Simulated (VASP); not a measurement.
# C (R-3m) in VASP: notebook

The runs below take C through single point, with PBE.

All numbers are computed with VASP 6.6.1; they aren't measurements. Logs are shortened: lines on timing, memory, paths and dates and some standing lists are left out, and cuts for length are marked.

## (1) The cell of the first run

The structure is trigonal, space group R-3m (No. 166). Conventional cell: a = 2.467 Å, b = 2.467 Å, c = 25.212 Å, α = 90.00°, β = 90.00°, γ = 120.00°. Within 1.9 Å of C (site symmetry 3m) lie 3 C at 1.42 Å. Within 1.9 Å of C (site symmetry 3m) lie 3 C at 1.42 Å.

## (2) Single point, PBE (strain along c alone, the other axes held: -2.0 %, then relaxed in part)

File INCAR:

```
SYSTEM = C
  ALGO = Normal
  EDIFF = 1E-6
  ENCUT = 520
  GGA = PE
  ISIF = 2
  ISMEAR = 0
  LASPH = .True.
  LCHARG = .False.
  LREAL = .False.
  LWAVE = .False.
  NBANDS = 36
  NELM = 60
  PREC = Accurate
  SIGMA = 0.01
```

File KPOINTS:

```
k-points
0
Gamma
  18 18 2
  0 0 0
```

File POSCAR:

```
C
1.0
    2.4665162697      0.0000000000      0.0000000000
   -1.2332581348      2.1360657484      0.0000000000
    0.0000000000      0.0000000000     25.2124673726
C
12
Direct
    0.0000000000      0.0000000000      0.9175619738
    0.3333333333      0.6666666667      0.9175585647
    0.0000000000      0.0000000000      0.7491081020
    0.3333333333      0.6666666667      0.7491046929
    0.6666666667      0.3333333333      0.2508953071
    0.0000000000      0.0000000000      0.2508918980
    0.6666666667      0.3333333333      0.0824414353
    0.0000000000      0.0000000000      0.0824380262
    0.3333333333      0.6666666667      0.5842286405
    0.6666666667      0.3333333333      0.5842252313
    0.3333333333      0.6666666667      0.4157747687
    0.6666666667      0.3333333333      0.4157713595
```

Potentials or basis: VASP PAW PBE potentials, release 64 (C).

Launch:

```console
> cat potpaw_PBE.64/C/POTCAR > POTCAR
> mpirun -np 1 vasp_std > vasp.out
```

OUTCAR:

```text
SYSTEM = C
   EDIFF = 1E-6
   ENCUT = 520
   GGA = PE
   ISIF = 2
   ISMEAR = 0
   LASPH = .True.
   LREAL = .False.
   NELM = 60
   PREC = Accurate

 ion  position               nearest neighbor table
   1  0.000  0.000  0.918-   2 1.42   2 1.42   2 1.42
   2  0.333  0.667  0.918-   1 1.42   1 1.42   1 1.42
   3  0.000  0.000  0.749-   4 1.42   4 1.42   4 1.42
   4  0.333  0.667  0.749-   3 1.42   3 1.42   3 1.42
   5  0.667  0.333  0.251-   6 1.42   6 1.42   6 1.42
   6  0.000  0.000  0.251-   5 1.42   5 1.42   5 1.42
   7  0.667  0.333  0.082-   8 1.42   8 1.42   8 1.42
   8  0.000  0.000  0.082-   7 1.42   7 1.42   7 1.42
   9  0.333  0.667  0.584-  10 1.42  10 1.42  10 1.42
  10  0.667  0.333  0.584-   9 1.42   9 1.42   9 1.42
  11  0.333  0.667  0.416-  12 1.42  12 1.42  12 1.42
  12  0.667  0.333  0.416-  11 1.42  11 1.42  11 1.42

  LATTYP: Found a hexagonal cell.
 ALAT       =     2.4665162697
 C/A-ratio  =    10.2218938031

  Lattice vectors:

 A1 = (   2.4665162697,   0.0000000000,   0.0000000000)
 A2 = (  -1.2332581348,   2.1360657484,   0.0000000000)
 A3 = (   0.0000000000,   0.0000000000,  25.2124673726)

Analysis of symmetry for initial positions (statically):
=====================================================================
 Subroutine PRICEL returns following result:

  LATTYP: Found a trigonal (rhomboedric) cell.
 ALAT       =     8.5239506908
 COS(alpha) =     0.9581345161

  Lattice vectors:

 A1 = (   1.2332581347,  -0.7120219161,  -8.4041557900)
 A2 = (  -1.2332581346,  -0.7120219163,  -8.4041557925)
 A3 = (  -0.0000000001,   1.4240438323,  -8.4041557900)

   3 primitive cells build up your supercell.

 Routine SETGRP: Setting up the symmetry group for a
 hexagonal supercell.

 Subroutine GETGRP returns: Found 12 space group operations
 (whereof 12 operations were pure point group operations)
 out of a pool of 24 trial point group operations.

The static configuration has the point symmetry D_3d.

Analysis of symmetry for dynamics (positions and initial velocities):
=====================================================================
 Subroutine PRICEL returns following result:

[... 123 lines left out ...]
   EDIFF  = 0.1E-05   stopping-criterion for ELM
   LREAL  =      F    real-space projection
   EDIFFG = 0.1E-04   stopping-criterion for IOM
   NSW    =      0    number of steps for IOM
   IBRION =     -1    ionic relax: 0-MD 1-quasi-New 2-CG
   NFREE  =      0    steps in history (QN), initial steepest desc. (CG)
   ISIF   =      2    stress and relaxation
   ISYM   =      2    0-nonsym 1-usesym 2-fastsym
   POTIM  = 0.5000    time-step for ionic-motion
   TEBEG  =    0.0;   TEEND  =   0.0 temperature during run
   PSTRESS=    0.0 pullay stress
   NELECT =      48.0000    total number of electrons
   NUPDOWN=      -1.0000    fix difference up-down
   EMIN   =  10.00;   EMAX   =-10.00  energy-range for DOS
   EFERMI =   0.00;   METHOD = LEGACY
   ISMEAR =     0;   SIGMA  =   0.01  broadening in eV -4-tet -1-fermi 0-gaus
   EFERMI_NEDOS =   21; number of points for ismear=-14 and -15
   IALGO  =     38    algorithm
   IMIX   =      4    mixing-type and parameters
     AMIX     =   0.40;   BMIX     =  1.00
     AMIX_MAG =   1.60;   BMIX_MAG =  1.00
  volume/ion in A,a.u.               =      11.07        74.70
  Fermi-wavevector in a.u.,A,eV,Ry     =   1.166050  2.203515 18.499476  1.359673
  Thomas-Fermi vector in A             =   2.302568
   LORBIT       =      0    0 simple, 1 ext, 2 COOP (PROOUT), +10 PAW based schemes
   GGA     = PE    functional components
   LHFCALC =     F    Hartree Fock is set to
   AEXX    =    0.0000 exact exchange contribution
   IVDW    =     0    specifies the selected vdW correction
   LEPSILON=     F    determine dielectric tensor
   LRPA    =     F    only Hartree local field effects (RPA)
 non-spin polarized calculation
 Gauss-broadening in eV      SIGMA  =   0.01
  energy-cutoff  :      520.00
  volume of cell :      132.84
 maximum number of plane-waves:      3628
   NGX =  9   NGY =  9   NGZ = 93

 number of electron      47.9999989 magnetization

 Free energy of the ion-electron system (eV)
  ---------------------------------------------------
  ext. energy  EPLUGINS =         0.00000000
  ---------------------------------------------------
  free energy    TOTEN  =      -110.70918347 eV

  energy without entropy =     -110.70918347  energy(sigma->0) =     -110.70918347

 E-fermi :   2.8950     XC(G=0):  -8.8116

 val. band max:        2.8561018556   @ k =   0.3333   0.3333   0.5000
 cond. band min:       2.9337345476   @ k =   0.3333   0.3333   0.0000
 fundamental gap:      0.0776326920
 Fermi energy:         2.8949913484

 k-point     1 :       0.0000    0.0000    0.0000
  band No.  band energies     occupation
      1     -16.6398      2.00000
      2     -16.6295      2.00000
      3     -16.6295      2.00000
      4     -16.6084      2.00000
      5     -16.6084      2.00000
      6     -16.5981      2.00000
[... 925 lines left out ...]
     35      11.5479      0.00000
     36      11.5694      0.00000

 [... further k-points ...]
[... 5 lines left out ...]
  --------------------------------------------------------------------------------------
  -------------------------------------------------------------------------------------
  Total        0.4570032      0.4570032      0.0344857      0.0000000     -0.0000000     -0.0000000
  in kB        5.5120841      5.5120841      0.4159453      0.0000000     -0.0000000     -0.0000000
  external PRESSURE =       3.8133712 kB  Pullay stress =       0.0000000 kB

 VOLUME and BASIS-vectors are now :
 -----------------------------------------------------------------------------
  energy-cutoff  :      520.00
  volume of cell :      132.84
      direct lattice vectors                 reciprocal lattice vectors
     2.466516270  0.000000000  0.000000000     0.405430125  0.234075192  0.000000000
    -1.233258135  2.136065748  0.000000000     0.000000000  0.468150384  0.000000000
     0.000000000  0.000000000 25.212467373     0.000000000  0.000000000  0.039662917

 POSITION                                       TOTAL-FORCE (eV/Angst)
 -----------------------------------------------------------------------------------
      0.00000      0.00000     23.13400         0.000000     -0.000000     -0.000282
     -0.00000      1.42404     23.13392        -0.000000     -0.000000      0.000815
      0.00000      0.00000     18.88686         0.000000     -0.000000     -0.000815
     -0.00000      1.42404     18.88678        -0.000000      0.000000      0.000282
      1.23326      0.71202      6.32569         0.000000     -0.000000     -0.000282
      0.00000      0.00000      6.32560         0.000000     -0.000000      0.000815
      1.23326      0.71202      2.07855         0.000000      0.000000     -0.000815
      0.00000      0.00000      2.07847        -0.000000      0.000000      0.000282
     -0.00000      1.42404     14.72985         0.000000     -0.000000     -0.000282
      1.23326      0.71202     14.72976         0.000000     -0.000000      0.000815
     -0.00000      1.42404     10.48271        -0.000000      0.000000     -0.000815
      1.23326      0.71202     10.48262        -0.000000      0.000000      0.000282
 -----------------------------------------------------------------------------------
    total drift:                                0.000000      0.000000      0.000000

  FREE ENERGIE OF THE ION-ELECTRON SYSTEM (eV)
  ---------------------------------------------------
  free  energy   TOTEN  =      -110.7091834724 eV

  energy  without entropy=     -110.7091834724  energy(sigma->0) =     -110.70918347
```

stdout:

```text
POSCAR found type information on POSCAR C
 POSCAR found :  1 types and      12 ions
 scaLAPACK will be used
 LDA part: xc-table for (Slater+PW92), standard interpolation
 POSCAR, INCAR and KPOINTS ok, starting setup
 FFT: planning ... GRIDC
 FFT: planning ... GRID_SOFT
 FFT: planning ... GRID
 WAVECAR not read
 entering main loop
```

Run time: 8.4 min. Hardware: 1 thread of Oxide Virtual Turin-like, shared host; peak memory 0.34 GiB.

Results:

| Property | Result |
| --- | --- |
| Free energy | -110.7092 eV |
| Pressure | 0.4 GPa |

Stress tensor (GPa, compression positive):
```
0.55 0.00 0.00
0.00 0.55 0.00
0.00 0.00 0.04
```

Caveat: the cell differs from its parent crystal (strain along c alone, the other axes held: -2.0 %, then relaxed in part); this functional lacks dispersion, which binds layers or chains, so the pressure and a relaxed spacing across them are unreliable.

## (3) Single point, PBE (strain along c alone, the other axes held: -1.0 %, then relaxed in part)

File INCAR:

```
SYSTEM = C
  PREC = Accurate
  ENCUT = 520
  EDIFF = 1E-6
  ISMEAR = 0
  SIGMA = 0.01
  LREAL = .FALSE.
  LASPH = .TRUE.
  NELM = 100
  ALGO = Normal
  ISIF = 2
  LWAVE = .FALSE.
  LCHARG = .TRUE.
  GGA = PE
  LELF = .TRUE.
  LVHAR = .TRUE.
  NBANDS = 36
```

File KPOINTS:

```
Automatic mesh
0
G
  18 18 2
  0 0 0
```

POSCAR: that of step 2 with these lines changed.

```diff
@@ -4,3 +4,3 @@
    -1.2332581348      2.1360657484      0.0000000000
-    0.0000000000      0.0000000000     25.2124673726
+    0.0000000000      0.0000000000     25.4697374479
 C
```

Potentials or basis: VASP PAW PBE potentials, release 64 (C).

Launch:

```console
> cat potpaw_PBE.64/C/POTCAR > POTCAR
> mpirun -np 1 vasp_std > vasp.out
```

OUTCAR:

```text
SYSTEM = C
   PREC = Accurate
   ENCUT = 520
   EDIFF = 1E-6
   ISMEAR = 0
   LREAL = .FALSE.
   LASPH = .TRUE.
   NELM = 100
   ISIF = 2
   GGA = PE

 ion  position               nearest neighbor table
   1  0.000  0.000  0.918-   2 1.42   2 1.42   2 1.42
   2  0.333  0.667  0.918-   1 1.42   1 1.42   1 1.42
   3  0.000  0.000  0.749-   4 1.42   4 1.42   4 1.42
   4  0.333  0.667  0.749-   3 1.42   3 1.42   3 1.42
   5  0.667  0.333  0.251-   6 1.42   6 1.42   6 1.42
   6  0.000  0.000  0.251-   5 1.42   5 1.42   5 1.42
[... 1171 lines left out ...]

 VOLUME and BASIS-vectors are now :
 -----------------------------------------------------------------------------
  energy-cutoff  :      520.00
  volume of cell :      134.19
      direct lattice vectors                 reciprocal lattice vectors
     2.466516270  0.000000000  0.000000000     0.405430125  0.234075192  0.000000000
    -1.233258135  2.136065748  0.000000000     0.000000000  0.468150384  0.000000000
     0.000000000  0.000000000 25.469737448     0.000000000  0.000000000  0.039262281

 POSITION                                       TOTAL-FORCE (eV/Angst)
 -----------------------------------------------------------------------------------
      0.00000      0.00000     23.37006         0.000000      0.000000     -0.000460
     -0.00000      1.42404     23.36998        -0.000000      0.000000      0.000803
      0.00000      0.00000     19.07959         0.000000     -0.000000     -0.000803
     -0.00000      1.42404     19.07950         0.000000     -0.000000      0.000460
      1.23326      0.71202      6.39024         0.000000     -0.000000     -0.000460
      0.00000      0.00000      6.39015        -0.000000      0.000000      0.000803
      1.23326      0.71202      2.09976         0.000000     -0.000000     -0.000803
      0.00000      0.00000      2.09967        -0.000000     -0.000000      0.000460
     -0.00000      1.42404     14.88015         0.000000      0.000000     -0.000460
      1.23326      0.71202     14.88006        -0.000000      0.000000      0.000803
     -0.00000      1.42404     10.58967         0.000000      0.000000     -0.000803
      1.23326      0.71202     10.58959        -0.000000     -0.000000      0.000460
 -----------------------------------------------------------------------------------
    total drift:                                0.000000      0.000000      0.000000

  FREE ENERGIE OF THE ION-ELECTRON SYSTEM (eV)
  ---------------------------------------------------
  free  energy   TOTEN  =      -110.7100694201 eV

  energy  without entropy=     -110.7100694196  energy(sigma->0) =     -110.71006942
```

Run time: 8.5 min. Hardware: 1 thread of Oxide Virtual Turin-like, shared host; peak memory 0.34 GiB.

Results:

```yaml
Free_energy: -110.7101 eV
Pressure: 0.4 GPa
```

Caveat: the cell differs from its parent crystal (strain along c alone, the other axes held: -1.0 %, then relaxed in part); this functional lacks dispersion, which binds layers or chains, so the pressure and a relaxed spacing across them are unreliable.

## (4) Single point, PBE

This run uses another cell than the first one, of 11.30 Å³/atom.

File INCAR:

```
SYSTEM = C
  PREC = Accurate
  ENCUT = 520
  EDIFF = 1E-7
  ISMEAR = 0
  SIGMA = 0.01
  LREAL = .FALSE.
  LASPH = .TRUE.
  NELM = 60
  ALGO = Normal
  ISIF = 2
  LWAVE = .FALSE.
  LCHARG = .FALSE.
  GGA = PE
  NBANDS = 36
```

KPOINTS is that of step 3.

POSCAR: that of step 3 with these lines changed.

```diff
@@ -4,3 +4,3 @@
    -1.2332581348      2.1360657484      0.0000000000
-    0.0000000000      0.0000000000     25.4697374479
+    0.0000000000      0.0000000000     25.7270075231
 C
```

Potentials or basis: VASP PAW PBE potentials, release 64 (C).

Launch:

```console
> cat potpaw_PBE.64/C/POTCAR > POTCAR
> mpirun -np 1 vasp_std > vasp.out
```

OUTCAR:

```text
SYSTEM = C
   PREC = Accurate
   ENCUT = 520
   EDIFF = 1E-7
   ISMEAR = 0
   LREAL = .FALSE.
   LASPH = .TRUE.
   NELM = 60
   ISIF = 2
   GGA = PE

 ion  position               nearest neighbor table
   1  0.000  0.000  0.918-   2 1.42   2 1.42   2 1.42
   2  0.333  0.667  0.918-   1 1.42   1 1.42   1 1.42
   3  0.000  0.000  0.749-   4 1.42   4 1.42   4 1.42
   4  0.333  0.667  0.749-   3 1.42   3 1.42   3 1.42
   5  0.667  0.333  0.251-   6 1.42   6 1.42   6 1.42
   6  0.000  0.000  0.251-   5 1.42   5 1.42   5 1.42
   7  0.667  0.333  0.082-   8 1.42   8 1.42   8 1.42
   8  0.000  0.000  0.082-   7 1.42   7 1.42   7 1.42
   9  0.333  0.667  0.584-  10 1.42  10 1.42  10 1.42
  10  0.667  0.333  0.584-   9 1.42   9 1.42   9 1.42
  11  0.333  0.667  0.416-  12 1.42  12 1.42  12 1.42
  12  0.667  0.333  0.416-  11 1.42  11 1.42  11 1.42

  LATTYP: Found a hexagonal cell.
 ALAT       =     2.4665162697
 C/A-ratio  =    10.4305038808

  Lattice vectors:

[... 208 lines left out ...]
 fundamental gap:      0.0661611209
 Fermi energy:         2.7527026912

 k-point     1 :       0.0000    0.0000    0.0000
  band No.  band energies     occupation
      1     -16.7789      2.00000
      2     -16.7707      2.00000
      3     -16.7707      2.00000
      4     -16.7533      2.00000
      5     -16.7533      2.00000
      6     -16.7449      2.00000
[... 925 lines left out ...]
     35      11.4020      0.00000
     36      11.4201      0.00000

 [... further k-points ...]
[... 5 lines left out ...]
  --------------------------------------------------------------------------------------
  -------------------------------------------------------------------------------------
  Total        0.4639325      0.4639325     -0.0161960      0.0000000      0.0000000      0.0000000
  in kB        5.4837486      5.4837486     -0.1914395      0.0000000      0.0000000      0.0000000
  external PRESSURE =       3.5920192 kB  Pullay stress =       0.0000000 kB

 VOLUME and BASIS-vectors are now :
 -----------------------------------------------------------------------------
  energy-cutoff  :      520.00
  volume of cell :      135.55
      direct lattice vectors                 reciprocal lattice vectors
     2.466516270  0.000000000  0.000000000     0.405430125  0.234075192  0.000000000
    -1.233258135  2.136065748  0.000000000     0.000000000  0.468150384  0.000000000
     0.000000000  0.000000000 25.727007523     0.000000000  0.000000000  0.038869659

 POSITION                                       TOTAL-FORCE (eV/Angst)
 -----------------------------------------------------------------------------------
      0.00000      0.00000     23.60612         0.000000      0.000000     -0.000637
     -0.00000      1.42404     23.60604         0.000000     -0.000000      0.000778
      0.00000      0.00000     19.27231         0.000000      0.000000     -0.000778
     -0.00000      1.42404     19.27222        -0.000000     -0.000000      0.000637
      1.23326      0.71202      6.45479         0.000000     -0.000000     -0.000637
      0.00000      0.00000      6.45470         0.000000     -0.000000      0.000778
      1.23326      0.71202      2.12097         0.000000      0.000000     -0.000778
      0.00000      0.00000      2.12088         0.000000      0.000000      0.000637
     -0.00000      1.42404     15.03045        -0.000000     -0.000000     -0.000637
      1.23326      0.71202     15.03037        -0.000000     -0.000000      0.000778
     -0.00000      1.42404     10.69664         0.000000      0.000000     -0.000778
      1.23326      0.71202     10.69655        -0.000000      0.000000      0.000637
 -----------------------------------------------------------------------------------
    total drift:                                0.000000      0.000000      0.000000

  FREE ENERGIE OF THE ION-ELECTRON SYSTEM (eV)
  ---------------------------------------------------
  free  energy   TOTEN  =      -110.7106700768 eV

  energy  without entropy=     -110.7106700731  energy(sigma->0) =     -110.71067007
```

OSZICAR:

```text
N       E                     dE             d eps       ncg     rms          rms(c)
DAV:   1     0.218118675887E+03    0.21812E+03   -0.23323E+04  5344   0.120E+03
DAV:   2    -0.987426468080E+02   -0.31686E+03   -0.29964E+03  7148   0.265E+02
DAV:   3    -0.117829303820E+03   -0.19087E+02   -0.18908E+02  6624   0.640E+01
DAV:   4    -0.118186757644E+03   -0.35745E+00   -0.35672E+00  6888   0.991E+00
DAV:   5    -0.118197167795E+03   -0.10410E-01   -0.10402E-01  7004   0.160E+00    0.154E+01
DAV:   6    -0.112616712345E+03    0.55805E+01   -0.52648E+00  6340   0.920E+00    0.905E+00
DAV:   7    -0.110672851638E+03    0.19439E+01   -0.68777E+00  6396   0.105E+01    0.238E+00
DAV:   8    -0.110709348694E+03   -0.36497E-01   -0.24630E-01  5940   0.201E+00    0.225E-01
DAV:   9    -0.110709364083E+03   -0.15389E-04   -0.66189E-03  6888   0.364E-01    0.127E-01
DAV:  10    -0.110710665167E+03   -0.13011E-02   -0.19955E-03  6368   0.214E-01    0.805E-02
DAV:  11    -0.110710662657E+03    0.25093E-05   -0.98023E-05  7332   0.410E-02    0.130E-02
DAV:  12    -0.110710670174E+03   -0.75168E-05   -0.60572E-06  6536   0.140E-02    0.475E-03
DAV:  13    -0.110710669862E+03    0.31175E-06   -0.93189E-07  6548   0.472E-03    0.704E-04
DAV:  14    -0.110710670024E+03   -0.16151E-06   -0.20968E-08  4900   0.851E-04    0.172E-04
DAV:  15    -0.110710670077E+03   -0.52866E-07   -0.39318E-09  4476   0.348E-04
   1 F= -.11071067E+03 E0= -.11071067E+03  d E =-.368964E-08
```

Run time: 9.6 min. Hardware: 1 thread of Oxide Virtual Turin-like, shared host; peak memory 0.34 GiB.

Results:

```yaml
Free_energy: -110.7107 eV
Pressure: 0.4 GPa
```

Caveat: this functional lacks dispersion, which binds layers or chains, so the pressure and a relaxed spacing across them are unreliable.

## (5) The runs side by side

| cell | pressure (GPa) |
| --- | --- |
| a = 2.467, b = 2.467, c = 25.212 Å, angles 90.0, 90.0, 120.0°, 12 atoms | 0.4 |
| a = 2.467, b = 2.467, c = 25.470 Å, angles 90.0, 90.0, 120.0°, 12 atoms | 0.4 |
| a = 2.467, b = 2.467, c = 25.727 Å, angles 90.0, 90.0, 120.0°, 12 atoms | 0.4 |

Alike in all rows: task single point; level PBE; potentials or basis VASP PAW PBE potentials, release 64 (C); no spin polarisation; k mesh 18 × 18 × 2; cutoff (eV) 520; smearing gaussian 0.01 eV.

Caveats: this functional lacks dispersion, which binds layers or chains, so the pressure and a relaxed spacing across them are unreliable.

Absolute energies hang on the potentials; compare differences alone.
